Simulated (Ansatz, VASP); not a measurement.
## Two plane-wave programs on Li2S

```xyz
3
Lattice="0.0000 2.8635 2.8635 2.8635 0.0000 2.8635 2.8635 2.8635 0.0000" Properties=species:S:1:pos:R:3 pbc="T T T"
Li    1.4317    1.4317    1.4317
Li    4.2952    4.2952    4.2952
S     0.0000    0.0000    0.0000
```

Change from the starting cell: volume scaled by 1.01, PAW files.

Alike in both runs: task electric field gradients; functional LDA; k mesh 7 × 7 × 7; occupations fermi-dirac, width 0.02 eV; no spin polarisation.

```csv
,VASP,Ansatz
version,VASP 6.6.1,Ansatz 0.2.0
potentials or method,"VASP PAW LDA potentials, release 64 (Li_sv, S)","PAW with Ansatz's default frozen-core files, scalar-relativistic"
plane-wave cutoff (eV),650,420
valence electrons in the cell,12,12
```

VASP gave:

* gap on the k mesh at the Fermi level (eV): 3.32
* pressure (GPa): -3.4

**Question.** Which values does Ansatz return?

**Answer.** gap on the k mesh at the Fermi level (eV): 3.32; pressure (GPa): -3.3.

LDA's correlation is that of Perdew and Zunger in VASP and of Perdew and Wang (1992) in Ansatz.
